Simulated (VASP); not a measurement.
Set up this calculation in VASP 6.6.1, as the native input.

```yaml
Task: single point
Functional: LDA
Potentials_or_basis: VASP PAW LDA potentials, release 64 (Zr_sv, Si)
Cutoff: 520 eV
k_mesh: 14 × 14 × 14
Occupations: gaussian, width 0.05 eV
Spin: no spin polarisation
Dipole_correction: no
Further_INCAR_settings: ALGO = Normal; EDIFF = 1e-06; NBANDS = 17
```

The structure of ZrSi2 lies in POSCAR:

```
ZrSi2
1.0
   -1.6438588907      1.6438588907      4.5852081499
    1.6438588907     -1.6438588907      4.5852081499
    1.6438588907      1.6438588907     -4.5852081499
Zr Si
1 2
Direct
    0.0000000000      0.0000000000      0.0000000000
    0.3100427431      0.3100427431      0.0000000000
    0.6899572569      0.6899572569      0.0000000000
```

The input as run:

INCAR

```
SYSTEM = ZrSi2
PREC     = Accurate       ! precision mode
ENCUT    = 520            ! plane-wave cutoff, eV
EDIFF    = 1E-6           ! SCF threshold, eV
ISMEAR   = 0              ! smearing method
SIGMA    = 0.05           ! smearing width, eV
LREAL    = .FALSE.        ! projectors in reciprocal space
LASPH    = .TRUE.         ! aspherical terms in the spheres
NELM     = 60             ! most SCF steps
ALGO     = Normal         ! electronic algorithm
ISIF     = 2              ! what is computed and relaxed
LWAVE    = .FALSE.        ! write WAVECAR
LCHARG   = .FALSE.        ! write CHGCAR
GGA      = CA             ! functional
NBANDS   = 17             ! bands
```

KPOINTS

```
regular mesh
0
G
  14 14 14
  0 0 0
```

Potentials or basis: VASP PAW LDA potentials, release 64 (Zr_sv, Si).

The run is started by

```console
$ cat potpaw_LDA.64/Zr_sv/POTCAR potpaw_LDA.64/Si/POTCAR > POTCAR
$ mpirun -np 1 vasp_std > vasp.out
```

It gave:

```yaml
Pressure: -5.8 GPa
Largest_force: 0.013 eV/Å
Band_gap_on_the_k_mesh: zero (bands 10 and 11 overlap by 1.48 eV)
```

Caveat: the cell stands under tension.

Wall time 3.4 min on 1 thread of AMD EPYC 9R45 96-Core Processor (Zen 5), with other jobs on the host, peak memory 0.31 GiB.
